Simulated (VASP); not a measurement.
Input of a VASP 6.6.1 run:

INCAR

```
SYSTEM = GaN
  PREC = Accurate
  ENCUT = 520
  EDIFF = 1E-6
  ISMEAR = 0
  SIGMA = 0.05
  LREAL = .False.
  LASPH = .True.
  NELM = 100
  ALGO = Normal
  ISIF = 2
  LWAVE = .False.
  LCHARG = .False.
  GGA = PE
  NBANDS = 16
```

KPOINTS

```
regular mesh
0
Gamma
  10 10 10
  0 0 0
```

Contents of POSCAR:

```
GaN
1.0
    0.0000000000      2.3098381227      2.3661756379
    2.3098381227      0.0000000000      2.3661756379
    2.3098381227      2.3098381227      0.0000000000
Ga N
1 1
Direct
    0.0000000000      0.0000000000      0.0000000000
    0.7500000000      0.7500000000      0.7500000000
```

Potentials or basis: VASP PAW PBE potentials, release 64 (Ga_d, N).

Run with:

```sh
$ cat potpaw_PBE.64/Ga_d/POTCAR potpaw_PBE.64/N/POTCAR > POTCAR
$ mpirun -np 1 vasp_std > vasp.out
```

(1) Predict the pressure.

(2) Estimate the band gap on the k mesh.

Results:

(1) -10.2 GPa.

(2) 1.05 eV, direct.

Caveat: the cell differs from its parent crystal (strain +0.025 along x and y, +0.050 along z).
